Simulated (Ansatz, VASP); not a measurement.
PbSe: VASP beside Ansatz

```
Pb Se
1.0
     5.25826    0.00000    0.00000
    -2.62913    4.55378    0.00000
     0.00000    0.00000    6.32310
Pb Se
2 2
Direct
  0.33333 0.66667 0.25000
  0.66667 0.33333 0.75000
  0.66667 0.33333 0.25000
  0.33333 0.66667 0.75000
```

Alike in both runs: task single point; functional PBE; k mesh 6 × 6 × 4; no spin polarisation.

|  | VASP | Ansatz |
| --- | --- | --- |
| version | VASP 6.6.1 | Ansatz 0.2.0 |
| potentials or method | VASP PAW PBE potentials, release 64 (Pb_d, Se) | plane waves, PAW |
| plane-wave cutoff (eV) | 520 | 420 |
| occupations | gaussian, width 0.01 eV | fixed |
| valence electrons in the cell | 40 | 60 |

Ansatz gave:

- gap on the k mesh at the Fermi level (eV): 1.21
- pressure (GPa): -1.0
- traceless stress, the component that is largest in VASP (GPa): -0.05

Problem. What did VASP give for the same quantities?

Solution. gap on the k mesh at the Fermi level (eV): 1.22; pressure (GPa): -1.0; traceless stress, the component that is largest in VASP (GPa): -0.05.

VASP's potentials hold 40 valence electrons a cell and Ansatz's 60, so a difference there can come from the potentials and not from the codes.

Spin-orbit coupling is off throughout.
